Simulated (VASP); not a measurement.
# Zn (Im-3m) in VASP: notebook

Runs on Zn. Level: revPBE. Tasks: single point, relaxation of cell and atoms.

Program: VASP 6.6.1. These are calculated values, not measurements. Logs are shortened: lines on timing, memory, paths and dates and some standing lists are left out, and cuts for length are marked.

## (1) The cell of the first run

Symmetry: Im-3m, No. 229, cubic system. The conventional cell has a = 3.290 Å, b = 3.290 Å, c = 3.290 Å, α = 90.00°, β = 90.00°, γ = 90.00°. Zn (site symmetry m-3m) has 14 Zn at 2.85 to 3.29 Å within 3.8 Å.

## (2) Single point, revPBE (volume scaled by 1.12)

The input, INCAR:

```
PREC = Accurate ; ENCUT = 520
EDIFF = 1E-6 ; ISMEAR = -1
SIGMA = 0.1 ; LREAL = False
LASPH = True ; NELM = 80
ALGO = Normal ; ISIF = 2
LWAVE = False ; LCHARG = False
GGA = RE ; NBANDS = 12
```

The input, KPOINTS:

```
regular mesh
0
Gamma
  16 16 16
```

The input, POSCAR:

```
Zn
1.0
   -1.6448480047      1.6448480047      1.6448480047
    1.6448480047     -1.6448480047      1.6448480047
    1.6448480047      1.6448480047     -1.6448480047
Zn
1
Direct
    0.0000000000      0.0000000000      0.0000000000
```

Potentials or basis: VASP PAW PBE potentials, release 64 (Zn).

On the command line:

```bash
$ cat potpaw_PBE.64/Zn/POTCAR > POTCAR
$ mpirun -np 1 vasp_std > vasp.out
```

OUTCAR:

```text
PREC = Accurate
   ENCUT = 520
   EDIFF = 1E-6
   ISMEAR = -1
   LREAL = False
   LASPH = True
   NELM = 80
   ISIF = 2
   GGA = RE

 ion  position               nearest neighbor table
   1  0.000  0.000  0.000-

  LATTYP: Found a body centered cubic cell.
 ALAT       =     3.2896960094

  Lattice vectors:

 A1 = (  -1.6448480047,   1.6448480047,   1.6448480047)
 A2 = (   1.6448480047,  -1.6448480047,   1.6448480047)
 A3 = (   1.6448480047,   1.6448480047,  -1.6448480047)

Analysis of symmetry for initial positions (statically):
=====================================================================
 Subroutine PRICEL returns:
 Original cell was already a primitive cell.

 Routine SETGRP: Setting up the symmetry group for a
 body centered cubic supercell.

 Subroutine GETGRP returns: Found 48 space group operations
 (whereof 48 operations were pure point group operations)
 out of a pool of 48 trial point group operations.

The static configuration has the point symmetry O_h .

Analysis of symmetry for dynamics (positions and initial velocities):
=====================================================================
 Subroutine PRICEL returns:
 Original cell was already a primitive cell.

 Routine SETGRP: Setting up the symmetry group for a
 body centered cubic supercell.

 Subroutine GETGRP returns: Found 48 space group operations
 (whereof 48 operations were pure point group operations)
 out of a pool of 48 trial point group operations.

The dynamic configuration has the point symmetry O_h .

 Subroutine INISYM returns: Found 48 space group operations
 (whereof 48 operations are pure point group operations),
 and found     1 'primitive' translations

----------------------------------------------------------------------------------------

                                     Primitive cell

  volume of cell :      17.8007

  direct lattice vectors                    reciprocal lattice vectors
    -1.644848005  1.644848005  1.644848005     0.000000000  0.303979455  0.303979455
     1.644848005 -1.644848005  1.644848005     0.303979455  0.000000000  0.303979455
     1.644848005  1.644848005 -1.644848005     0.303979455  0.303979455  0.000000000

  length of vectors
     2.848960315  2.848960315  2.848960315     0.429891868  0.429891868  0.429891868

  position of ions in fractional coordinates (direct lattice)
     0.000000000  0.000000000  0.000000000

  ion indices of the primitive-cell ions
   primitive index   ion index
                 1           1

----------------------------------------------------------------------------------------

 KPOINTS: regular mesh

Automatic generation of k-mesh.
 Grid dimensions read from file:
 generate k-points for:   16   16   16

 Generating k-lattice:

  Cartesian coordinates                     Fractional coordinates (reciprocal lattice)
     0.000000000  0.018998716  0.018998716     0.062500000  0.000000000  0.000000000
     0.018998716  0.000000000  0.018998716     0.000000000  0.062500000  0.000000000
     0.018998716  0.018998716  0.000000000     0.000000000  0.000000000  0.062500000

  Length of vectors
     0.026868242  0.026868242  0.026868242

  Shift w.r.t. Gamma in fractional coordinates (k-lattice)
     0.000000000  0.000000000  0.000000000

 Subroutine IBZKPT returns following result:
 ===========================================

 Found    145 irreducible k-points:

 Following reciprocal coordinates:
            Coordinates               Weight
  0.000000  0.000000  0.000000      1.000000
  0.062500  0.000000  0.000000     12.000000
  0.125000  0.000000  0.000000     12.000000
  0.187500  0.000000  0.000000     12.000000
  0.250000  0.000000  0.000000     12.000000
  0.312500  0.000000  0.000000     12.000000
[... 16 lines left out ...]
  0.187500  0.187500  0.000000     24.000000
  0.250000  0.187500  0.000000     48.000000
 [... further k-points ...]
   k-points           NKPTS =    145   k-points in BZ     NKDIM =    145   number of bands    NBANDS=     12
   number of dos      NEDOS =    301   number of ions     NIONS =      1
   total plane-waves  NPLWV =  13824
   dimension x,y,z NGX =    24 NGY =   24 NGZ =   24
   dimension x,y,z NGXF=    48 NGYF=   48 NGZF=   48
   ions per type =               1
   NGX,Y,Z   is equivalent  to a cutoff of  14.00, 14.00, 14.00 a.u.
   NGXF,Y,Z  is equivalent  to a cutoff of  28.01, 28.01, 28.01 a.u.
 SYSTEM =  unknown system
   PREC   = accura    normal or accurate (medium, high low for compatibility)
   ISTART =      0    job   : 0-new  1-cont  2-samecut
   ICHARG =      2    charge: 1-file 2-atom 10-const
   ISPIN  =      1    spin polarized calculation?
   LNONCOLLINEAR =      F non collinear calculations
   LSORBIT =      F    spin-orbit coupling
   LASPH  =      T    aspherical Exc in radial PAW
   ENCUT  =  520.0 eV  38.22 Ry    6.18 a.u.   5.30  5.30  5.30*2*pi/ulx,y,z
   NELM   =     80;   NELMIN=  2; NELMDL= -5     # of ELM steps
   EDIFF  = 0.1E-05   stopping-criterion for ELM
   LREAL  =      F    real-space projection
   EDIFFG = 0.1E-04   stopping-criterion for IOM
   NSW    =      0    number of steps for IOM
   IBRION =     -1    ionic relax: 0-MD 1-quasi-New 2-CG
   NFREE  =      0    steps in history (QN), initial steepest desc. (CG)
   ISIF   =      2    stress and relaxation
   ISYM   =      2    0-nonsym 1-usesym 2-fastsym
   POTIM  = 0.5000    time-step for ionic-motion
   TEBEG  =    0.0;   TEEND  =   0.0 temperature during run
   PSTRESS=    0.0 pullay stress
   NELECT =      12.0000    total number of electrons
   NUPDOWN=      -1.0000    fix difference up-down
   EMIN   =  10.00;   EMAX   =-10.00  energy-range for DOS
   EFERMI =   0.00;   METHOD = LEGACY
   ISMEAR =    -1;   SIGMA  =   0.10  broadening in eV -4-tet -1-fermi 0-gaus
   EFERMI_NEDOS =   21; number of points for ismear=-14 and -15
   IALGO  =     38    algorithm
   IMIX   =      4    mixing-type and parameters
     AMIX     =   0.40;   BMIX     =  1.00
     AMIX_MAG =   1.60;   BMIX_MAG =  1.00
  volume/ion in A,a.u.               =      17.80       120.13
  Fermi-wavevector in a.u.,A,eV,Ry     =   1.435455  2.712616 28.035213  2.060530
  Thomas-Fermi vector in A             =   2.554751
   LORBIT       =      0    0 simple, 1 ext, 2 COOP (PROOUT), +10 PAW based schemes
[... 44 lines left out ...]

 k-point     2 :       0.0625    0.0000    0.0000
  band No.  band energies     occupation
      1      -6.8884      2.00000
      2      -5.1524      2.00000
      3      -5.1412      2.00000
      4      -5.1214      2.00000
      5      -4.7694      2.00000
      6      -4.7608      2.00000
      7      17.7498      0.00000
      8      18.3839      0.00000
      9      18.7460      0.00000
     10      20.4299      0.00000
     11      20.6921      0.00000
     12      21.3587      0.00000

 k-point     3 :       0.1250    0.0000    0.0000
  band No.  band energies     occupation
      1      -6.5614      2.00000
      2      -5.1767      2.00000
      3      -5.1292      2.00000
      4      -5.0570      2.00000
      5      -4.7885      2.00000
      6      -4.7593      2.00000
      7      15.0393      0.00000
      8      17.0791      0.00000
      9      17.8190      0.00000
     10      19.5236      0.00000
     11      19.5686      0.00000
     12      21.3884      0.00000

 k-point     4 :       0.1875    0.0000    0.0000
  band No.  band energies     occupation
      1      -6.0652      2.00000
      2      -5.2131      2.00000
      3      -5.0708      2.00000
      4      -4.9585      2.00000
      5      -4.8056      2.00000
      6      -4.7567      2.00000
      7      12.2292      0.00000
      8      15.7895      0.00000
      9      16.7583      0.00000
     10      18.5370      0.00000
     11      18.8676      0.00000
     12      21.8797      0.00000

 k-point     5 :       0.2500    0.0000    0.0000
  band No.  band energies     occupation
      1      -5.6380      2.00000
      2      -5.2559      2.00000
      3      -4.8389      2.00000
      4      -4.8241      2.00000
      5      -4.7529      2.00000
      6      -4.7187      2.00000
      7       9.5401      0.00000
      8      14.6541      0.00000
      9      15.7963      0.00000
     10      17.7414      0.00000
     11      18.2900      0.00000
     12      22.6784      0.00000

 k-point     6 :       0.3125    0.0000    0.0000
  band No.  band energies     occupation
      1      -5.5374      2.00000
      2      -5.2986      2.00000
      3      -4.8091      2.00000
      4      -4.7485      2.00000
      5      -4.7155      2.00000
      6      -3.8448      2.00000
      7       7.0219      0.00000
      8      13.7255      0.00000
      9      15.0112      0.00000
     10      17.1321      0.00000
     11      17.8458      0.00000
     12      23.7235      0.00000

 k-point     7 :       0.3750    0.0000    0.0000
  band No.  band energies     occupation
      1      -5.5533      2.00000
      2      -5.3347      2.00000
      3      -4.7965      2.00000
      4      -4.7441      2.00000
      5      -4.6075      2.00000
      6      -2.6212      2.00000
      7       4.6964      0.00000
      8      13.0367      0.00000
      9      14.4349      0.00000
     10      16.7026      0.00000
     11      17.5352      0.00000
     12      24.9738      0.00000

 k-point     8 :       0.4375    0.0000    0.0000
  band No.  band energies     occupation
      1      -5.5809      2.00000
      2      -5.3588      2.00000
      3      -4.7859      2.00000
      4      -4.7410      2.00000
      5      -4.5336      2.00000
      6      -1.1641      2.00000
      7       2.5882      0.04396
      8      12.6123      0.00000
      9      14.0836      0.00000
     10      16.4473      0.00000
     11      17.3525      0.00000
     12      26.3431      0.00000
[... 166 lines left out ...]
 k-point    20 :       0.3125    0.1250    0.0000
  band No.  band energies     occupation
      1      -5.4679      2.00000
      2      -5.3059      2.00000
      3      -4.8284      2.00000
      4      -4.7951      2.00000
      5      -4.6748      2.00000
      6      -2.2302      2.00000
      7       5.0073      0.00000
      8      10.1490      0.00000
      9      13.3752      0.00000
     10      18.1668      0.00000
     11      20.9893      0.00000
     12      23.0561      0.00000

 k-point    21 :       0.3750    0.1250    0.0000
  band No.  band energies     occupation
      1      -5.5000      2.00000
      2      -5.3291      2.00000
      3      -4.8059      2.00000
      4      -4.7826      2.00000
      5      -4.6127      2.00000
      6      -0.7752      2.00000
      7       2.9014      0.00196
      8       9.7866      0.00000
      9      13.0309      0.00000
     10      17.9207      0.00000
     11      20.8586      0.00000
     12      24.2574      0.00000

 k-point    22 :       0.4375    0.1250    0.0000
  band No.  band energies     occupation
      1      -5.5126      2.00000
      2      -5.3369      2.00000
      3      -4.7936      2.00000
      4      -4.7858      2.00000
      5      -4.5879      2.00000
      6       0.6194      2.00000
      7       1.2908      1.99979
      8       9.6647      0.00000
      9      12.9150      0.00000
     10      17.8389      0.00000
     11      20.8011      0.00000
     12      25.6067      0.00000

 k-point    23 :       0.1875    0.1875    0.0000
  band No.  band energies     occupation
      1      -5.3915      2.00000
      2      -5.2105      2.00000
      3      -5.0292      2.00000
      4      -4.8351      2.00000
      5      -4.7285      2.00000
      6      -3.5198      2.00000
      7       8.6288      0.00000
      8       9.2883      0.00000
      9      13.9040      0.00000
     10      19.7547      0.00000
     11      20.0480      0.00000
     12      24.0784      0.00000

 k-point    24 :       0.2500    0.1875    0.0000
  band No.  band energies     occupation
      1      -5.3995      2.00000
      2      -5.2433      2.00000
      3      -4.9435      2.00000
      4      -4.8205      2.00000
      5      -4.7040      2.00000
      6      -2.4228      2.00000
      7       6.4978      0.00000
      8       8.3350      0.00000
      9      13.2768      0.00000
     10      19.3988      0.00000
     11      20.8976      0.00000
     12      24.3260      0.00000

 [... further k-points ...]
[... 5 lines left out ...]
  --------------------------------------------------------------------------------------
  -------------------------------------------------------------------------------------
  Total       -0.5014142     -0.5014142     -0.5014142      0.0000000      0.0000000     -0.0000000
  in kB      -45.1304732    -45.1304732    -45.1304732      0.0000000      0.0000000     -0.0000000
  external PRESSURE =     -45.1304732 kB  Pullay stress =       0.0000000 kB

 VOLUME and BASIS-vectors are now :
 -----------------------------------------------------------------------------
  energy-cutoff  :      520.00
  volume of cell :       17.80
      direct lattice vectors                 reciprocal lattice vectors
    -1.644848005  1.644848005  1.644848005     0.000000000  0.303979455  0.303979455
     1.644848005 -1.644848005  1.644848005     0.303979455  0.000000000  0.303979455
     1.644848005  1.644848005 -1.644848005     0.303979455  0.303979455  0.000000000

 POSITION                                       TOTAL-FORCE (eV/Angst)
 -----------------------------------------------------------------------------------
      0.00000      0.00000      0.00000         0.000000      0.000000      0.000000
 -----------------------------------------------------------------------------------
    total drift:                               -0.000000      0.000000      0.000000

  FREE ENERGIE OF THE ION-ELECTRON SYSTEM (eV)
  ---------------------------------------------------
  free  energy   TOTEN  =        -0.7104014884 eV

  energy  without entropy=       -0.7011235746  energy(sigma->0) =       -0.70576253
```

Wall time 36 s (1 thread of AMD EPYC 7R13, shared host); peak memory 0.13 GiB.

Results:

```yaml
Free_energy: -0.7104 eV
Pressure: -4.5 GPa
Band_gap_on_the_k_mesh: zero (band 6 reaches 6.22 eV, above the bottom of band 7 at 1.06 eV)
```

Levels at points of the mesh, in eV from the Fermi level:
| k point | band 3 | band 4 | band 5 | band 6 | band 7 | band 8 | band 9 | band 10 |
| --- | --- | --- | --- | --- | --- | --- | --- | --- |
| (0.00, 0.00, 0.00) | -7.35 | -7.35 | -6.97 | -6.97 | 16.90 | 16.90 | 16.90 | 19.50 |
| (0.50, 0.00, 0.00) | -6.99 | -6.95 | -6.72 | -2.06 | -1.15 | 10.26 | 11.76 | 14.15 |
| (0.50, 0.50, 0.50) | -6.78 | -6.78 | -6.78 | 4.01 | 4.01 | 4.01 | 6.02 | 8.03 |

Caveat: the cell differs from its parent crystal (volume scaled by 1.12); the PAW data sets were made with another functional, which shifts forces and pressure a little.

## (3) Relaxation of cell and atoms, revPBE

This run uses another cell than the first one, of 15.21 Å³/atom, 0.854 times its volume.

The input, INCAR:

```
ALGO     = Normal         # electronic algorithm
EDIFF    = 1E-7           # SCF threshold, eV
EDIFFG   = -0.01          # ionic threshold
ENCUT    = 600            # plane-wave cutoff, eV
GGA      = RE             # functional
IBRION   = 2              # ionic algorithm
ISIF     = 3              # what is computed and relaxed
ISMEAR   = -1             # smearing method
LASPH    = True           # aspherical terms in the spheres
LCHARG   = False          # write CHGCAR
LREAL    = False          # projectors in reciprocal space
LWAVE    = False          # write WAVECAR
NELM     = 100            # most SCF steps
NSW      = 80             # ionic steps
PREC     = Accurate       # precision mode
SIGMA    = 0.1            # smearing width, eV
```

The input, KPOINTS:

```
k-points
0
Gamma
  14 14 14
```

The input, POSCAR:

```
Zn
1.0
   -1.5608515766      1.5608515766      1.5608515766
    1.5608515766     -1.5608515766      1.5608515766
    1.5608515766      1.5608515766     -1.5608515766
Zn
1
Direct
    0.0000000000      0.0000000000      0.0000000000
```

Potentials or basis: VASP PAW PBE potentials, release 64 (Zn).

On the command line:

```bash
$ cat potpaw_PBE.64/Zn/POTCAR > POTCAR
$ mpirun -np 1 vasp_std > vasp.out
```

Run time: 62 s. Hardware: 1 thread of AMD EPYC 7R13, shared host; peak memory 0.12 GiB.

It converged, with:

```yaml
Free_energy: -0.7340 eV
Relaxed_volume: 15.95 Å³/atom
Relaxed_cell: a = 2.747 Å, b = 2.747 Å, c = 2.747 Å, α = 109.47°, β = 109.47°, γ = 109.47°
Space_group_after_relaxing_to_0.05_Å: Im-3m (No. 229)
Energy_gained_by_relaxing: 6.6 meV/atom
Ionic_steps: 3
Pressure_after_relaxing: 0.0 GPa
Band_gap_on_the_k_mesh: zero (band 6 reaches 7.12 eV, above the bottom of band 7 at 1.95 eV)
```

Step by step:
```csv
step,energy change (eV),largest force (eV/Å),pressure (GPa),volume (Å³)
1,0.0000,0.0000,3.05,15.21
2,-0.0065,0.0000,0.33,15.86
3,-0.0066,0.0000,0.00,15.95
```

Final structure:
```
CELL_PARAMETERS angstrom
-1.58581 1.58581 1.58581
1.58581 -1.58581 1.58581
1.58581 1.58581 -1.58581
ATOMIC_POSITIONS crystal
Zn 0.00000 0.00000 0.00000
```

Levels at points of the mesh, in eV from the Fermi level:
| k point | band 4 | band 5 | band 6 | band 7 | band 8 | band 9 |
| --- | --- | --- | --- | --- | --- | --- |
| (0.00, 0.00, 0.00) | -7.66 | -7.19 | -7.19 | 18.54 | 18.54 | 18.54 |
| (0.50, 0.00, 0.00) | -7.16 | -6.88 | -2.52 | -1.02 | 11.07 | 12.45 |
| (0.50, 0.50, 0.50) | -6.95 | -6.95 | 4.15 | 4.15 | 4.15 | 7.17 |

Caveat: the PAW data sets were made with another functional, which shifts forces and pressure a little.

## (4) Single point, revPBE

This run uses another cell than the first one, of 15.89 Å³/atom, 0.893 times its volume.

The input, INCAR:

```
SYSTEM = Zn
ALGO = Normal ; EDIFF = 1E-6
ENCUT = 520 ; GGA = RE
ISIF = 2 ; ISMEAR = -1
LASPH = .TRUE. ; LCHARG = .FALSE.
LREAL = .FALSE. ; LWAVE = .FALSE.
NBANDS = 12 ; NELM = 60
PREC = Accurate ; SIGMA = 0.1
```

The input, KPOINTS:

```
k-points
0
G
  23 23 23
  0 0 0
```

The input, POSCAR:

```
Zn
1.0
   -1.5838708455      1.5838708455      1.5838708455
    1.5838708455     -1.5838708455      1.5838708455
    1.5838708455      1.5838708455     -1.5838708455
Zn
1
Direct
    0.0000000000      0.0000000000      0.0000000000
```

On the command line:

```bash
$ cat potpaw_PBE.64/Zn/POTCAR > POTCAR
$ mpirun -np 1 vasp_std > vasp.out
```

It took 78 s on 1 thread of AMD EPYC 7R13, shared host; peak memory 0.15 GiB.

Results (log left out):

```
Free energy            : -0.7359 eV
Pressure               : 0.3 GPa
Band gap on the k mesh : zero (band 6 reaches 6.77 eV, above the bottom of band 7 at 2.01 eV)
```

Levels at points of the mesh, in eV from the Fermi level:
```csv
k point,band 4,band 5,band 6,band 7,band 8,band 9
"(0.00, 0.00, 0.00)",-7.69,-7.22,-7.22,18.58,18.58,18.58
```

Caveat: the PAW data sets were made with another functional, which shifts forces and pressure a little.

## (5) Overview

| task | cell | k mesh | cutoff (eV) | gap on the mesh (eV) | pressure (GPa) |
| --- | --- | --- | --- | --- | --- |
| single point | a = 2.849 Å, angles 109.5°, 1 atom | 16 × 16 × 16 | 520 | none | -4.5 |
| relaxation of cell and atoms | relaxed from a = 2.703 Å, angles 109.5°, 1 atom | 14 × 14 × 14 | 600 | none | 0.0 |
| single point | a = 2.743 Å, angles 109.5°, 1 atom | 23 × 23 × 23 | 520 | none | 0.3 |

Alike in all rows: level revPBE; potentials or basis VASP PAW PBE potentials, release 64 (Zn); no spin polarisation; smearing fermi-dirac 0.1 eV.

Caveats: the PAW data sets were made with another functional, which shifts forces and pressure a little.

Total energies depend on the potentials used, so only differences within one code and one set of settings carry meaning.
